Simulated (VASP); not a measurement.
Write the native input for VASP 6.6.1 that does the following.

* Task: single point
* Functional: PBE
* Potentials or basis: VASP PAW PBE potentials, release 64 (Bi_d, Te)
* Cutoff: 520 eV
* k mesh: 16 × 16 × 16
* Occupations: gaussian, width 0.15 eV
* Spin: no spin polarisation
* Dipole correction: no
* Further INCAR settings: ALGO = Normal; EDIFF = 1e-06; NBANDS = 18

The structure of BiTe lies in POSCAR:

```
BiTe
1.0
    0.0000000000      3.2024262485      3.1536583361
    3.2024262485      0.0000000000      3.1536583361
    3.2024262485      3.2024262485      0.0000000000
Bi Te
1 1
Direct
    0.0000000000      0.0000000000      0.0000000000
    0.5000000000      0.5000000000      0.5000000000
```

This cell differs from its parent crystal: strain -0.015 along x and y, -0.030 along z.

These files were run (other wordings do the same):

INCAR

```
ALGO = Normal
EDIFF = 1E-6
ENCUT = 520
GGA = PE
ISIF = 2
ISMEAR = 0
LASPH = T
LCHARG = F
LREAL = F
LWAVE = F
NBANDS = 18
NELM = 60
PREC = Accurate
SIGMA = 0.15
```

KPOINTS

```
k-points
0
Gamma
  16 16 16
```

Potentials or basis: VASP PAW PBE potentials, release 64 (Bi_d, Te).

Launch:

```bash
$ cat potpaw_PBE.64/Bi_d/POTCAR potpaw_PBE.64/Te/POTCAR > POTCAR
$ mpirun -np 1 vasp_std > vasp.out
```

It gave:

The pressure is 3.3 GPa and the band gap on the k mesh is zero (an odd number of electrons rules out a gap without spin polarisation).

Caveat: the cell differs from its parent crystal (strain -0.015 along x and y, -0.030 along z); the cell stands under pressure; spin-orbit coupling is left out, which moves the levels of the heavy elements; an odd number of electrons without spin polarisation forces a metal; a magnetic or distorted state may lie lower.

It took 2.8 min on 1 thread of AMD EPYC 9R45 96-Core Processor (Zen 5) (shared host), peak memory 0.49 GiB.
